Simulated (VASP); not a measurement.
# Bi (Im-3m) in VASP: further runs

The runs below take Bi through single point, with r2SCAN, PBEsol.

Everything below comes from runs of VASP 6.6.1. Logs are shortened: lines on timing, memory, paths and dates and some standing lists are left out, and cuts for length are marked.

**1. The cell of the first run**

The structure is cubic, space group Im-3m (No. 229). The conventional cell has a = 3.909 Å, b = 3.909 Å, c = 3.909 Å, α = 90.00°, β = 90.00°, γ = 90.00°. Within 4.5 Å of Bi (site symmetry m-3m) lie 14 Bi at 3.39 to 3.91 Å.

**2. Single point, r2SCAN**

POSCAR reads:

```
Bi
1.0
   -1.9546511608      1.9546511608      1.9546511608
    1.9546511608     -1.9546511608      1.9546511608
    1.9546511608      1.9546511608     -1.9546511608
Bi
1
Direct
    0.0000000000      0.0000000000      0.0000000000
```

INCAR.step1 reads:

```
PREC     = Accurate       # precision mode
ENCUT    = 520            # plane-wave cutoff, eV
ISMEAR   = -1             # smearing method
SIGMA    = 0.05           # smearing width, eV
LREAL    = False          # projectors in reciprocal space
LASPH    = True           # aspherical terms in the spheres
NELM     = 80             # most SCF steps
NBANDS   = 14             # bands
GGA      = PE             # functional
ALGO     = Normal         # electronic algorithm
EDIFF    = 1E-4           # SCF threshold, eV
LWAVE    = True           # write WAVECAR
LCHARG   = False          # write CHGCAR
```

INCAR.step2 reads:

```
PREC     = Accurate       # precision mode
ENCUT    = 520            # plane-wave cutoff, eV
EDIFF    = 1E-7           # SCF threshold, eV
ISMEAR   = -1             # smearing method
SIGMA    = 0.05           # smearing width, eV
LREAL    = False          # projectors in reciprocal space
LASPH    = True           # aspherical terms in the spheres
NELM     = 80             # most SCF steps
ALGO     = Normal         # electronic algorithm
ISIF     = 2              # what is computed and relaxed
LWAVE    = False          # write WAVECAR
LCHARG   = False          # write CHGCAR
METAGGA  = R2SCAN         # meta-GGA
LMIXTAU  = True         
NBANDS   = 14             # bands
ISTART   = 1
```

KPOINTS reads:

```
regular mesh
0
Gamma
  9 9 9
```

Potentials or basis: VASP PAW PBE potentials, release 64 (Bi_d).

Command:

```console
cat potpaw_PBE.64/Bi_d/POTCAR > POTCAR
cp INCAR.step1 INCAR
mpirun -np 1 vasp_std > vasp.out
cp INCAR.step2 INCAR
mpirun -np 1 vasp_std > vasp.out
```

OUTCAR:

```text
PREC = Accurate
   ENCUT = 520
   EDIFF = 1E-7
   ISMEAR = -1
   LREAL = False
   LASPH = True
   NELM = 80
   ISIF = 2
   METAGGA = R2SCAN
   ISTART = 1

 ion  position               nearest neighbor table
   1  0.000  0.000  0.000-

  LATTYP: Found a body centered cubic cell.
 ALAT       =     3.9093023216

  Lattice vectors:

 A1 = (  -1.9546511608,   1.9546511608,   1.9546511608)
 A2 = (   1.9546511608,  -1.9546511608,   1.9546511608)
 A3 = (   1.9546511608,   1.9546511608,  -1.9546511608)

Analysis of symmetry for initial positions (statically):
=====================================================================
 Subroutine PRICEL returns:
 Original cell was already a primitive cell.

 Routine SETGRP: Setting up the symmetry group for a
 body centered cubic supercell.

 Subroutine GETGRP returns: Found 48 space group operations
[... 9 lines left out ...]

 Routine SETGRP: Setting up the symmetry group for a
 body centered cubic supercell.

 Subroutine GETGRP returns: Found 48 space group operations
[... 11 lines left out ...]
                                     Primitive cell

  volume of cell :      29.8722

  direct lattice vectors                    reciprocal lattice vectors
    -1.954651161  1.954651161  1.954651161     0.000000000  0.255800119  0.255800119
     1.954651161 -1.954651161  1.954651161     0.255800119  0.000000000  0.255800119
     1.954651161  1.954651161 -1.954651161     0.255800119  0.255800119  0.000000000

  length of vectors
     3.385555122  3.385555122  3.385555122     0.361755998  0.361755998  0.361755998

  position of ions in fractional coordinates (direct lattice)
     0.000000000  0.000000000  0.000000000

  ion indices of the primitive-cell ions
   primitive index   ion index
                 1           1

----------------------------------------------------------------------------------------

 KPOINTS: regular mesh

Automatic generation of k-mesh.
 Grid dimensions read from file:
 generate k-points for:    9    9    9

 Generating k-lattice:

  Cartesian coordinates                     Fractional coordinates (reciprocal lattice)
     0.000000000  0.028422235  0.028422235     0.111111111  0.000000000  0.000000000
     0.028422235  0.000000000  0.028422235     0.000000000  0.111111111  0.000000000
     0.028422235  0.028422235  0.000000000     0.000000000  0.000000000  0.111111111

  Length of vectors
     0.040195111  0.040195111  0.040195111

  Shift w.r.t. Gamma in fractional coordinates (k-lattice)
     0.000000000  0.000000000  0.000000000

 Subroutine IBZKPT returns following result:
 ===========================================

 Found     35 irreducible k-points:

 Following reciprocal coordinates:
            Coordinates               Weight
  0.000000  0.000000  0.000000      1.000000
  0.111111  0.000000  0.000000     12.000000
  0.222222  0.000000  0.000000     12.000000
  0.333333  0.000000  0.000000     12.000000
  0.444444  0.000000  0.000000     12.000000
  0.111111  0.111111  0.000000     24.000000
[... 16 lines left out ...]
 -0.333333  0.444444  0.111111     48.000000
 -0.444444 -0.444444  0.111111     24.000000
 [... further k-points ...]
   k-points           NKPTS =     35   k-points in BZ     NKDIM =     35   number of bands    NBANDS=     14
   number of dos      NEDOS =    301   number of ions     NIONS =      1
   total plane-waves  NPLWV =  21952
   dimension x,y,z NGX =    28 NGY =   28 NGZ =   28
   dimension x,y,z NGXF=    56 NGYF=   56 NGZF=   56
   ions per type =               1
   NGX,Y,Z   is equivalent  to a cutoff of  13.75, 13.75, 13.75 a.u.
   NGXF,Y,Z  is equivalent  to a cutoff of  27.50, 27.50, 27.50 a.u.
 SYSTEM =  unknown system
   PREC   = accura    normal or accurate (medium, high low for compatibility)
   ISTART =      1    job   : 0-new  1-cont  2-samecut
   ICHARG =      0    charge: 1-file 2-atom 10-const
   ISPIN  =      1    spin polarized calculation?
   LNONCOLLINEAR =      F non collinear calculations
   LSORBIT =      F    spin-orbit coupling
   LASPH  =      T    aspherical Exc in radial PAW
   ENCUT  =  520.0 eV  38.22 Ry    6.18 a.u.   6.29  6.29  6.29*2*pi/ulx,y,z
   NELM   =     80;   NELMIN=  2; NELMDL=  0     # of ELM steps
   EDIFF  = 0.1E-06   stopping-criterion for ELM
   LREAL  =      F    real-space projection
   EDIFFG = 0.1E-05   stopping-criterion for IOM
   NSW    =      0    number of steps for IOM
   IBRION =     -1    ionic relax: 0-MD 1-quasi-New 2-CG
[... 8 lines left out ...]
   EMIN   =  10.00;   EMAX   =-10.00  energy-range for DOS
   EFERMI =   0.00;   METHOD = LEGACY
   ISMEAR =    -1;   SIGMA  =   0.05  broadening in eV -4-tet -1-fermi 0-gaus
   EFERMI_NEDOS =   21; number of points for ismear=-14 and -15
   IALGO  =     38    algorithm
   IMIX   =      4    mixing-type and parameters
     AMIX     =   0.40;   BMIX     =  1.00
     AMIX_MAG =   1.60;   BMIX_MAG =  1.00
  volume/ion in A,a.u.               =      29.87       201.59
  Fermi-wavevector in a.u.,A,eV,Ry     =   1.301216  2.458941 23.036875  1.693163
  Thomas-Fermi vector in A             =   2.432364
   LORBIT       =      0    0 simple, 1 ext, 2 COOP (PROOUT), +10 PAW based schemes
   METAGGA = R2SCAN    functional components
   LHFCALC =     F    Hartree Fock is set to
   AEXX    =    0.0000 exact exchange contribution
   IVDW    =     0    specifies the selected vdW correction
   LEPSILON=     F    determine dielectric tensor
   LRPA    =     F    only Hartree local field effects (RPA)
 non-spin polarized calculation
  energy-cutoff  :      520.00
  volume of cell :       29.87
 maximum number of plane-waves:       816
 NGX is ok and might be reduce to    28
   NGX = 13   NGY = 13   NGZ = 13

 number of electron      15.0000001 magnetization

 Free energy of the ion-electron system (eV)
  ---------------------------------------------------
  ext. energy  EPLUGINS =         0.00000000
  ---------------------------------------------------
  free energy    TOTEN  =       -58.27769727 eV

  energy without entropy =      -58.27309777  energy(sigma->0) =      -58.27539752

 E-fermi :   8.5166     XC(G=0): -11.2834

 val. band max:        8.4819512956   @ k =   0.2222   0.0000   0.0000
 cond. band min:       8.5436179577   @ k =  -0.2222   0.2222   0.1111
 fundamental gap:      0.0616666621
 Fermi energy:         8.5166285013

 k-point     1 :       0.0000    0.0000    0.0000
  band No.  band energies     occupation
      1     -15.4225      2.00000
      2     -15.4225      2.00000
      3     -15.4225      2.00000
      4     -15.2594      2.00000
      5     -15.2594      2.00000
      6      -6.0683      2.00000
      7      14.0192      0.00000
      8      14.0192      0.00000
      9      14.0192      0.00000
     10      19.0481      0.00000
     11      19.6421      0.00000
     12      19.6421      0.00000
     13      19.6421      0.00000
     14      20.7976      0.00000

 k-point     2 :       0.1111    0.0000    0.0000
  band No.  band energies     occupation
      1     -15.4284      2.00000
      2     -15.4127      2.00000
      3     -15.3920      2.00000
      4     -15.2662      2.00000
      5     -15.2607      2.00000
      6      -5.8184      2.00000
      7      11.8969      0.00000
      8      13.2796      0.00000
      9      13.7997      0.00000
     10      17.9754      0.00000
     11      18.6133      0.00000
     12      19.3968      0.00000
     13      20.4180      0.00000
     14      21.8384      0.00000

 k-point     3 :       0.2222    0.0000    0.0000
  band No.  band energies     occupation
      1     -15.4435      2.00000
      2     -15.3936      2.00000
      3     -15.3138      2.00000
      4     -15.2791      2.00000
      5     -15.2640      2.00000
      6      -5.0831      2.00000
      7       8.4820      1.33351
      8      11.9029      0.00000
      9      13.2328      0.00000
     10      16.4928      0.00000
     11      17.5549      0.00000
     12      19.6054      0.00000
     13      21.3766      0.00000
     14      24.0939      0.00000

 k-point     4 :       0.3333    0.0000    0.0000
  band No.  band energies     occupation
      1     -15.4605      2.00000
      2     -15.3875      2.00000
      3     -15.2798      2.00000
      4     -15.2676      2.00000
      5     -15.2233      2.00000
      6      -3.9458      2.00000
      7       5.3453      2.00000
      8      10.7326      0.00000
      9      12.6218      0.00000
     10      15.5725      0.00000
     11      16.8505      0.00000
     12      20.5365      0.00000
     13      22.1602      0.00000
     14      26.6061      0.00000

 k-point     5 :       0.4444    0.0000    0.0000
  band No.  band energies     occupation
      1     -15.4717      2.00000
      2     -15.3940      2.00000
      3     -15.2708      2.00000
      4     -15.2699      2.00000
      5     -15.1632      2.00000
      6      -2.7906      2.00000
      7       3.1513      2.00000
      8      10.0894      0.00000
      9      12.2521      0.00000
     10      15.1346      0.00000
     11      16.5021      0.00000
[... 276 lines left out ...]
 k-point    22 :      -0.4444    0.4444    0.1111
  band No.  band energies     occupation
      1     -15.4384      2.00000
      2     -15.3826      2.00000
      3     -15.2901      2.00000
      4     -15.2755      2.00000
      5     -15.1661      2.00000
      6      -2.5841      2.00000
      7       3.4153      2.00000
      8       9.3941      0.00000
      9      11.0789      0.00000
     10      16.5056      0.00000
     11      17.5660      0.00000
     12      19.1186      0.00000
     13      21.2358      0.00000
     14      27.8283      0.00000

 k-point    23 :      -0.3333    0.4444    0.1111
  band No.  band energies     occupation
      1     -15.4070      2.00000
      2     -15.3623      2.00000
      3     -15.3042      2.00000
      4     -15.2807      2.00000
      5     -15.1962      2.00000
      6      -2.7578      2.00000
      7       4.6231      2.00000
      8       7.8125      2.00000
      9      11.3648      0.00000
     10      16.3098      0.00000
     11      17.3134      0.00000
     12      20.6846      0.00000
     13      20.9681      0.00000
     14      24.8724      0.00000

 k-point    24 :      -0.4444   -0.4444    0.1111
  band No.  band energies     occupation
      1     -15.4103      2.00000
      2     -15.3672      2.00000
      3     -15.3122      2.00000
      4     -15.2665      2.00000
      5     -15.1717      2.00000
      6      -2.0876      2.00000
      7       3.5626      2.00000
      8       7.4146      2.00000
      9      11.2895      0.00000
     10      16.4547      0.00000
     11      17.9955      0.00000
     12      19.1138      0.00000
     13      20.6945      0.00000
     14      27.4252      0.00000

 [... further k-points ...]
[... 5 lines left out ...]
  --------------------------------------------------------------------------------------
  -------------------------------------------------------------------------------------
  Total        0.4839113      0.4839113      0.4839113     -0.0000000     -0.0000000     -0.0000000
  in kB       25.9542556     25.9542556     25.9542556     -0.0000000     -0.0000000     -0.0000000
  external PRESSURE =      25.9542556 kB  Pullay stress =       0.0000000 kB

 VOLUME and BASIS-vectors are now :
 -----------------------------------------------------------------------------
  energy-cutoff  :      520.00
  volume of cell :       29.87
      direct lattice vectors                 reciprocal lattice vectors
    -1.954651161  1.954651161  1.954651161     0.000000000  0.255800119  0.255800119
     1.954651161 -1.954651161  1.954651161     0.255800119  0.000000000  0.255800119
     1.954651161  1.954651161 -1.954651161     0.255800119  0.255800119  0.000000000

 POSITION                                       TOTAL-FORCE (eV/Angst)
 -----------------------------------------------------------------------------------
      0.00000      0.00000      0.00000         0.000000     -0.000000      0.000000
 -----------------------------------------------------------------------------------
    total drift:                               -0.000000     -0.000000     -0.000000

  FREE ENERGIE OF THE ION-ELECTRON SYSTEM (eV)
  ---------------------------------------------------
  free  energy   TOTEN  =       -58.2776972737 eV

  energy  without entropy=      -58.2730977732  energy(sigma->0) =      -58.27539752
```

Run time: 39 s. Hardware: 1 thread of Intel Xeon Platinum 8481C at 2.70GHz (Sapphire Rapids), shared host; peak memory 0.16 GiB.

What came out:

```yaml
Free_energy: -58.2777 eV
Pressure: 2.6 GPa
```

Caveat: the PAW data sets were made with another functional, which shifts forces and pressure a little; spin-orbit coupling is left out, which moves the levels of the heavy elements.

(Continued in part 2 of 3.)
